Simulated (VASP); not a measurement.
Runs of VASP 6.6.1 on Be2Se. The structure is that of space group P6/mmm (No. 191), or close to it. The cells are those of the table. The cell was built from a structure type or drawn by symmetry, and may not be a known phase.

```tsv
task	cell	k mesh	cutoff (eV)	gap on the mesh (eV)	pressure (GPa)	relaxed volume (Å³/atom)
single point	a = 4.247, b = 4.247, c = 2.581 Å, angles 90.0, 90.0, 120.0°, 3 atoms	12 × 12 × 16	520	none	0.1	-
single point	a = 4.734, b = 4.734, c = 2.641 Å, angles 90.0, 90.0, 120.0°, 3 atoms	6 × 6 × 6	520	none	(b)	-
relaxation of cell and atoms	relaxed from a = 4.734, b = 4.734, c = 2.641 Å, angles 90.0, 90.0, 120.0°, 3 atoms	6 × 6 × 6	600	none	0.3	14.09
single point	a = 4.191, b = 4.191, c = 2.784 Å, angles 90.0, 90.0, 120.0°, 3 atoms	6 × 6 × 6	520	none	(a)	-
relaxation of cell and atoms	relaxed from a = 4.191, b = 4.191, c = 2.784 Å, angles 90.0, 90.0, 120.0°, 3 atoms	12 × 12 × 16	600	none	0.0	13.46
```

Alike in all rows: level PBE; potentials or basis VASP PAW PBE potentials, release 64 (Be, Se); no spin polarisation; smearing gaussian 0.1 eV.

Estimate the missing entries.

(a) 0.2; (b) -10.4.

Caveats: some runs use coarse meshes; the volume moved by over 15 % at a fixed basis, so the end points are rough (at least some runs).

A k mesh can miss the band edges, and the runs leave out spin-orbit coupling on Se.

A gap of «none» marks levels without a gap at the run's occupations.
